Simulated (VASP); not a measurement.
A run of VASP 6.6.1 is set up as follows.

File INCAR:

```
SYSTEM = PbO2
PREC     = Accurate       ! precision mode
ENCUT    = 520            ! plane-wave cutoff, eV
EDIFF    = 1E-6           ! SCF threshold, eV
ISMEAR   = 1              ! smearing method
SIGMA    = 0.005          ! smearing width, eV
LREAL    = .False.        ! projectors in reciprocal space
LASPH    = .True.         ! aspherical terms in the spheres
NELM     = 60             ! most SCF steps
ALGO     = Normal         ! electronic algorithm
ISIF     = 2              ! what is computed and relaxed
LWAVE    = .False.        ! write WAVECAR
LCHARG   = .True.         ! write CHGCAR
GGA      = RP             ! functional
IVDW     = 12             ! dispersion correction
LELF     = .True.         ! ELF
LVHAR    = .True.       
NBANDS   = 20             ! bands
```

File KPOINTS:

```
Automatic mesh
0
Gamma
  5 5 5
  0 0 0
```

The input POSCAR:

```
PbO2
1.0
    0.0000000000      2.5083071791      2.5083071791
    2.5083071791      0.0000000000      2.5083071791
    2.5083071791      2.5083071791      0.0000000000
Pb O
1 2
Direct
    0.0000000000      0.0000000000      0.0000000000
    0.7500000000      0.7500000000      0.7500000000
    0.2500000000      0.2500000000      0.2500000000
```

Potentials or basis: VASP PAW PBE potentials, release 64 (Pb_d, O).

The run is started by

```sh
$ cat potpaw_PBE.64/Pb_d/POTCAR potpaw_PBE.64/O/POTCAR > POTCAR
$ mpirun -np 1 vasp_std > vasp.out
```

Q: Estimate the dispersion energy per atom.

A: -1.403 eV.

Q: Predict the band gap on the k mesh.

A: Zero (bands 13 and 14 overlap by 0.56 eV).

Q: What does it give for the pressure?

A: 31.5 GPa.

Caveat: the k points lie up to 0.43 Å⁻¹ apart, too coarse for converged energies and pressures of a metal; three body term missing; the dispersion term is far too large for a dense solid, which distorts pressure and volume; semilocal functionals underestimate gaps, and a narrow one can read as zero; the PAW data sets were made with another functional, which shifts forces and pressure a little; spin-orbit coupling is left out, which moves the levels of the heavy elements.
